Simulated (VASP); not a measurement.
# P (Cmce) in VASP: settings compared

Aim: see how the results for P move with the level of theory and the settings. Levels: PBE, RPBE. Tasks: single point.

All numbers are computed with VASP 6.6.1; they aren't measurements. Logs are shortened: lines on timing, memory, paths and dates and some standing lists are left out, and cuts for length are marked.

## Step 1: The cell of the first run

It takes space group Cmce (No. 64, orthorhombic). The conventional cell has a = 3.295 Å, b = 10.930 Å, c = 4.544 Å, α = 90.00°, β = 90.00°, γ = 90.00°. P (site symmetry m) has 3 P at 2.20 to 2.25 Å within 2.9 Å.

## Step 2: Single point, PBE

Input file INCAR:

```
SYSTEM = P
ALGO = Normal
EDIFF = 1E-6
ENCUT = 520
GGA = PE
ISIF = 2
ISMEAR = -1
LASPH = .True.
LCHARG = .True.
LELF = .True.
LREAL = .False.
LVHAR = .True.
LWAVE = .False.
NBANDS = 18
NELM = 80
PREC = Accurate
SIGMA = 0.03
```

Input file KPOINTS:

```
k-points
0
Gamma
  4 4 3
  0 0 0
```

Input file POSCAR:

```
P
1.0
    1.6477431241     -5.4650377251      0.0000000000
    1.6477431241      5.4650377251      0.0000000000
    0.0000000000      0.0000000000      4.5436355900
P
4
Direct
    0.9041431300      0.0958568700      0.5888151700
    0.0958568700      0.9041431300      0.4111848300
    0.5958568700      0.4041431300      0.0888151700
    0.4041431300      0.5958568700      0.9111848300
```

Potentials or basis: VASP PAW PBE potentials, release 64 (P).

Launch:

```sh
$ cat potpaw_PBE.64/P/POTCAR > POTCAR
$ mpirun -np 1 vasp_std > vasp.out
```

OUTCAR:

```text
SYSTEM = P
   EDIFF = 1E-6
   ENCUT = 520
   GGA = PE
   ISIF = 2
   ISMEAR = -1
   LASPH = .True.
   LREAL = .False.
   NELM = 80
   PREC = Accurate

 ion  position               nearest neighbor table
   1  0.904  0.096  0.589-   4 2.20   4 2.20   2 2.25
   2  0.096  0.904  0.411-   3 2.20   3 2.20   1 2.25
   3  0.596  0.404  0.089-   2 2.20   2 2.20   4 2.25
   4  0.404  0.596  0.911-   1 2.20   1 2.20   3 2.25

  LATTYP: Found a base centered orthorhombic cell.
 ALAT       =     3.2954862482
 B/A-ratio  =     3.3166806435
 C/A-ratio  =     1.3787451222

  Lattice vectors:

 A1 = (   1.6477431241,  -5.4650377251,   0.0000000000)
 A2 = (   1.6477431241,   5.4650377251,   0.0000000000)
 A3 = (   0.0000000000,   0.0000000000,   4.5436355900)

Analysis of symmetry for initial positions (statically):
=====================================================================
 Subroutine PRICEL returns:
 Original cell was already a primitive cell.

 Routine SETGRP: Setting up the symmetry group for a
 base centered orthorhombic supercell.

 Subroutine GETGRP returns: Found  8 space group operations
 (whereof  4 operations were pure point group operations)
 out of a pool of  8 trial point group operations.

The static configuration has the point symmetry C_2h.
 The point group associated with its full space group is D_2h.

Analysis of symmetry for dynamics (positions and initial velocities):
=====================================================================
 Subroutine PRICEL returns:
 Original cell was already a primitive cell.

 Routine SETGRP: Setting up the symmetry group for a
 base centered orthorhombic supercell.

 Subroutine GETGRP returns: Found  8 space group operations
 (whereof  4 operations were pure point group operations)
 out of a pool of  8 trial point group operations.

The dynamic configuration has the point symmetry C_2h.
 The point group associated with its full space group is D_2h.

 Subroutine INISYM returns: Found  8 space group operations
 (whereof  4 operations are pure point group operations),
 and found     1 'primitive' translations

----------------------------------------------------------------------------------------

                                     Primitive cell

  volume of cell :      81.8307

  direct lattice vectors                    reciprocal lattice vectors
     1.647743124 -5.465037725  0.000000000     0.303445357 -0.091490677  0.000000000
     1.647743124  5.465037725  0.000000000     0.303445357  0.091490677  0.000000000
     0.000000000  0.000000000  4.543635590     0.000000000  0.000000000  0.220088073

  length of vectors
     5.708037731  5.708037731  4.543635590     0.316937894  0.316937894  0.220088073

  position of ions in fractional coordinates (direct lattice)
     0.904143130  0.095856870  0.588815170
     0.095856870  0.904143130  0.411184830
     0.595856870  0.404143130  0.088815170
     0.404143130  0.595856870  0.911184830

  ion indices of the primitive-cell ions
   primitive index   ion index
                 1           1
                 2           2
                 3           3
                 4           4

----------------------------------------------------------------------------------------

 KPOINTS: k-points

Automatic generation of k-mesh.
 Grid dimensions read from file:
 generate k-points for:    4    4    3

 Generating k-lattice:

  Cartesian coordinates                     Fractional coordinates (reciprocal lattice)
     0.075861339 -0.022872669  0.000000000     0.250000000 -0.000000000  0.000000000
     0.075861339  0.022872669  0.000000000    -0.000000000  0.250000000  0.000000000
     0.000000000  0.000000000  0.073362691     0.000000000  0.000000000  0.333333333

  Length of vectors
     0.079234473  0.079234473  0.073362691

  Shift w.r.t. Gamma in fractional coordinates (k-lattice)
     0.000000000  0.000000000  0.000000000

 Subroutine IBZKPT returns following result:
 ===========================================

 Found     14 irreducible k-points:

 Following reciprocal coordinates:
            Coordinates               Weight
  0.000000  0.000000  0.000000      1.000000
  0.250000  0.000000  0.000000      4.000000
  0.500000  0.000000  0.000000      2.000000
  0.250000  0.250000  0.000000      2.000000
  0.500000  0.250000  0.000000      4.000000
 -0.250000  0.250000  0.000000      2.000000
  0.500000  0.500000  0.000000      1.000000
  0.000000  0.000000  0.333333      2.000000
  0.250000  0.000000  0.333333      8.000000
  0.500000  0.000000  0.333333      4.000000
  0.250000  0.250000  0.333333      4.000000
  0.500000  0.250000  0.333333      8.000000
 -0.250000  0.250000  0.333333      4.000000
  0.500000  0.500000  0.333333      2.000000
   k-points           NKPTS =     14   k-points in BZ     NKDIM =     14   number of bands    NBANDS=     18
   number of dos      NEDOS =    301   number of ions     NIONS =      4
   total plane-waves  NPLWV =  63504
   dimension x,y,z NGX =    42 NGY =   42 NGZ =   36
   dimension x,y,z NGXF=    84 NGYF=   84 NGZF=   72
   ions per type =               4
   NGX,Y,Z   is equivalent  to a cutoff of  12.23, 12.23, 13.17 a.u.
   NGXF,Y,Z  is equivalent  to a cutoff of  24.46, 24.46, 26.34 a.u.
 SYSTEM =  P
   PREC   = accura    normal or accurate (medium, high low for compatibility)
   ISTART =      0    job   : 0-new  1-cont  2-samecut
   ICHARG =      2    charge: 1-file 2-atom 10-const
   ISPIN  =      1    spin polarized calculation?
   LNONCOLLINEAR =      F non collinear calculations
   LSORBIT =      F    spin-orbit coupling
   LASPH  =      T    aspherical Exc in radial PAW
   ENCUT  =  520.0 eV  38.22 Ry    6.18 a.u.  10.61 10.61  8.45*2*pi/ulx,y,z
   NELM   =     80;   NELMIN=  2; NELMDL= -5     # of ELM steps
   EDIFF  = 0.1E-05   stopping-criterion for ELM
   LREAL  =      F    real-space projection
   EDIFFG = 0.1E-04   stopping-criterion for IOM
   NSW    =      0    number of steps for IOM
   IBRION =     -1    ionic relax: 0-MD 1-quasi-New 2-CG
   NFREE  =      0    steps in history (QN), initial steepest desc. (CG)
   ISIF   =      2    stress and relaxation
   ISYM   =      2    0-nonsym 1-usesym 2-fastsym
   POTIM  = 0.5000    time-step for ionic-motion
   TEBEG  =    0.0;   TEEND  =   0.0 temperature during run
   PSTRESS=    0.0 pullay stress
   NELECT =      20.0000    total number of electrons
   NUPDOWN=      -1.0000    fix difference up-down
   EMIN   =  10.00;   EMAX   =-10.00  energy-range for DOS
   EFERMI =   0.00;   METHOD = LEGACY
   ISMEAR =    -1;   SIGMA  =   0.03  broadening in eV -4-tet -1-fermi 0-gaus
   EFERMI_NEDOS =   21; number of points for ismear=-14 and -15
   IALGO  =     38    algorithm
   IMIX   =      4    mixing-type and parameters
     AMIX     =   0.40;   BMIX     =  1.00
     AMIX_MAG =   1.60;   BMIX_MAG =  1.00
  volume/ion in A,a.u.               =      20.46       138.06
  Fermi-wavevector in a.u.,A,eV,Ry     =   1.023559  1.934246 14.254450  1.047673
  Thomas-Fermi vector in A             =   2.157299
   LORBIT       =      0    0 simple, 1 ext, 2 COOP (PROOUT), +10 PAW based schemes
   GGA     = PE    functional components
[... 5 lines left out ...]
 non-spin polarized calculation
  energy-cutoff  :      520.00
  volume of cell :       81.83
 maximum number of plane-waves:      2223
   NGX = 21   NGY = 21   NGZ = 17

 number of electron      20.0000004 magnetization

 Free energy of the ion-electron system (eV)
  ---------------------------------------------------
  ext. energy  EPLUGINS =         0.00000000
  ---------------------------------------------------
  free energy    TOTEN  =       -21.36489983 eV

  energy without entropy =      -21.36385683  energy(sigma->0) =      -21.36437833

 E-fermi :   5.9452     XC(G=0):  -9.4210

 val. band max:        5.8924272047   @ k =   0.5000   0.5000   0.0000
 cond. band min:       5.9980567892   @ k =   0.5000   0.5000   0.0000
 fundamental gap:      0.1056295845
 Fermi energy:         5.9452381079

 k-point     1 :       0.0000    0.0000    0.0000
  band No.  band energies     occupation
      1      -9.9355      2.00000
      2      -7.1931      2.00000
      3      -3.9126      2.00000
      4      -0.8956      2.00000
      5       0.9228      2.00000
      6       0.9842      2.00000
[... 10 lines left out ...]
     17      12.7887      0.00000
     18      13.2627      0.00000

 k-point     2 :       0.2500    0.0000    0.0000
  band No.  band energies     occupation
      1      -9.1738      2.00000
      2      -6.4642      2.00000
      3      -4.5020      2.00000
      4      -0.9312      2.00000
      5      -0.2564      2.00000
      6      -0.1256      2.00000
[... 10 lines left out ...]
     17      11.3500      0.00000
     18      12.6163      0.00000

 k-point     3 :       0.5000    0.0000    0.0000
  band No.  band energies     occupation
      1      -7.0286      2.00000
      2      -7.0286      2.00000
      3      -4.2965      2.00000
      4      -4.2965      2.00000
      5       0.2885      2.00000
      6       0.2885      2.00000
[... 10 lines left out ...]
     17      12.2219      0.00000
     18      12.2219      0.00000

 k-point     4 :       0.2500    0.2500    0.0000
  band No.  band energies     occupation
      1      -7.0799      2.00000
      2      -6.9733      2.00000
      3      -4.4410      2.00000
      4      -4.1504      2.00000
      5       0.2379      2.00000
      6       0.3309      2.00000
[... 10 lines left out ...]
     17      12.1465      0.00000
     18      12.6672      0.00000

 k-point     5 :       0.5000    0.2500    0.0000
  band No.  band energies     occupation
      1      -9.0831      2.00000
      2      -6.6838      2.00000
      3      -4.5073      2.00000
      4      -0.8277      2.00000
      5      -0.1430      2.00000
      6       0.1355      2.00000
[... 10 lines left out ...]
     17      11.2758      0.00000
     18      11.7177      0.00000

 k-point     6 :      -0.2500    0.2500    0.0000
  band No.  band energies     occupation
      1      -9.8722      2.00000
      2      -7.3503      2.00000
      3      -3.8719      2.00000
      4      -0.6445      2.00000
      5       0.6272      2.00000
      6       0.7645      2.00000
[... 10 lines left out ...]
     17      12.0403      0.00000
     18      12.6300      0.00000

 k-point     7 :       0.5000    0.5000    0.0000
  band No.  band energies     occupation
      1      -9.8025      2.00000
      2      -7.5089      2.00000
      3      -3.8291      2.00000
      4      -0.2079      2.00000
      5       0.2917      2.00000
      6       0.3743      2.00000
[... 10 lines left out ...]
     17      11.5128      0.00000
     18      11.5667      0.00000

 k-point     8 :       0.0000    0.0000    0.3333
  band No.  band energies     occupation
      1      -9.3827      2.00000
      2      -8.0263      2.00000
      3      -3.6230      2.00000
      4      -2.0458      2.00000
      5       0.7696      2.00000
      6       2.2013      2.00000
[... 10 lines left out ...]
     17      12.2474      0.00000
     18      12.6161      0.00000

 k-point     9 :       0.2500    0.0000    0.3333
  band No.  band energies     occupation
      1      -8.6422      2.00000
      2      -7.3353      2.00000
      3      -3.7957      2.00000
      4      -2.1805      2.00000
      5      -0.4678      2.00000
      6       0.1828      2.00000
[... 10 lines left out ...]
     17      12.1296      0.00000
     18      12.4265      0.00000

 k-point    10 :       0.5000    0.0000    0.3333
  band No.  band energies     occupation
      1      -6.7576      2.00000
      2      -6.7576      2.00000
      3      -4.5528      2.00000
      4      -4.5528      2.00000
      5       0.0241      2.00000
      6       0.0241      2.00000
[... 10 lines left out ...]
     17      12.1897      0.00000
     18      12.1897      0.00000

 k-point    11 :       0.2500    0.2500    0.3333
  band No.  band energies     occupation
      1      -6.7888      2.00000
      2      -6.7249      2.00000
      3      -4.6075      2.00000
      4      -4.4991      2.00000
      5      -0.1316      2.00000
      6       0.2116      2.00000
[... 10 lines left out ...]
     17      11.1828      0.00000
     18      12.5768      0.00000

 k-point    12 :       0.5000    0.2500    0.3333
  band No.  band energies     occupation
      1      -8.5692      2.00000
      2      -7.3631      2.00000
      3      -3.9840      2.00000
      4      -2.3575      2.00000
      5      -0.6579      2.00000
      6       0.1215      2.00000
[... 10 lines left out ...]
     17      11.4556      0.00000
     18      11.9404      0.00000

 k-point    13 :      -0.2500    0.2500    0.3333
  band No.  band energies     occupation
      1      -9.3311      2.00000
      2      -8.0481      2.00000
      3      -3.8207      2.00000
      4      -2.2886      2.00000
      5       1.3008      2.00000
      6       2.1658      2.00000
[... 10 lines left out ...]
     17      12.0664      0.00000
     18      12.2945      0.00000

 k-point    14 :       0.5000    0.5000    0.3333
  band No.  band energies     occupation
      1      -9.2751      2.00000
      2      -8.0756      2.00000
      3      -3.9817      2.00000
      4      -2.5205      2.00000
      5       2.1329      2.00000
      6       2.2157      2.00000
[... 10 lines left out ...]
     17      11.9161      0.00000
     18      11.9783      0.00000

------------------------ aborting loop because EDIFF is reached ----------------------------------------

  FORCE on cell =-STRESS in cart. coord.  units (eV):
  Direction    XX          YY          ZZ          XY          YZ          ZX
  --------------------------------------------------------------------------------------
  -------------------------------------------------------------------------------------
  Total        1.6345278      0.5350402      0.7259079      0.0000000      0.0000000      0.0000000
  in kB       32.0027074     10.4756463     14.2126796      0.0000000      0.0000000      0.0000000
  external PRESSURE =      18.8970111 kB  Pullay stress =       0.0000000 kB

 VOLUME and BASIS-vectors are now :
 -----------------------------------------------------------------------------
  energy-cutoff  :      520.00
  volume of cell :       81.83
      direct lattice vectors                 reciprocal lattice vectors
     1.647743124 -5.465037725  0.000000000     0.303445357 -0.091490677  0.000000000
     1.647743124  5.465037725  0.000000000     0.303445357  0.091490677  0.000000000
     0.000000000  0.000000000  4.543635590     0.000000000  0.000000000  0.220088073

 POSITION                                       TOTAL-FORCE (eV/Angst)
 -----------------------------------------------------------------------------------
      1.64774     -4.41731      2.67536         0.000000      0.073541     -0.253740
      1.64774      4.41731      1.86827         0.000000     -0.073541      0.253740
      1.64774     -1.04772      0.40354         0.000000     -0.073541     -0.253740
      1.64774      1.04772      4.14009         0.000000      0.073541      0.253740
 -----------------------------------------------------------------------------------
    total drift:                               -0.000000     -0.000000      0.000000

  FREE ENERGIE OF THE ION-ELECTRON SYSTEM (eV)
  ---------------------------------------------------
  free  energy   TOTEN  =       -21.3648998300 eV

  energy  without entropy=      -21.3638568291  energy(sigma->0) =      -21.36437833
```

Run time: 21 s. Hardware: 1 thread of AMD EPYC 7R13 (Zen 3), shared host; peak memory 0.19 GiB.

Results:

* Free energy: -21.3649 eV
* Pressure: 1.9 GPa
* Largest force: 0.264 eV/Å
* Band gap on the k mesh: 0.11 eV, direct

Forces on the atoms (eV/Å):
```
P    0.000  0.074 -0.254
P    0.000 -0.074  0.254
P    0.000 -0.074 -0.254
P    0.000  0.074  0.254
```

Caveat: the k points lie up to 0.50 Å⁻¹ apart.

(Part 1 of 2 ends here.)
